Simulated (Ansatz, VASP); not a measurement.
CaO: VASP beside Ansatz

```xyz
4
Lattice="4.1689 0.0000 0.0000 -2.0844 3.6103 0.0000 0.0000 0.0000 4.4365" Properties=species:S:1:pos:R:3 pbc="T T T"
Ca    0.0000    2.4069    3.3274
Ca    2.0844    1.2034    1.1091
O     0.0000    2.4069    1.1091
O     2.0844    1.2034    3.3274
```

Alike in both runs: task single point; functional PBE; k mesh 9 × 9 × 6; occupations gaussian, width 0.05 eV; no spin polarisation.

|  | VASP | Ansatz |
| --- | --- | --- |
| version | VASP 6.6.1 | Ansatz 0.2.0 |
| potentials or method | VASP PAW PBE potentials, release 64 (Ca_sv, O), cutoff 520 eV | scalar-relativistic, plane waves, PAW |
| valence electrons in the cell | 32 | 32 |

```tsv
	VASP	Ansatz	Ansatz less VASP
gap on the k mesh at the Fermi level (eV)	2.60	2.62	+0.024
least direct gap on the mesh (eV)	2.60	2.62	+0.024
pressure (GPa)	4.4	3.9	-0.53
traceless stress, the component that is largest in VASP (GPa)	13.74	13.17	-0.566
```
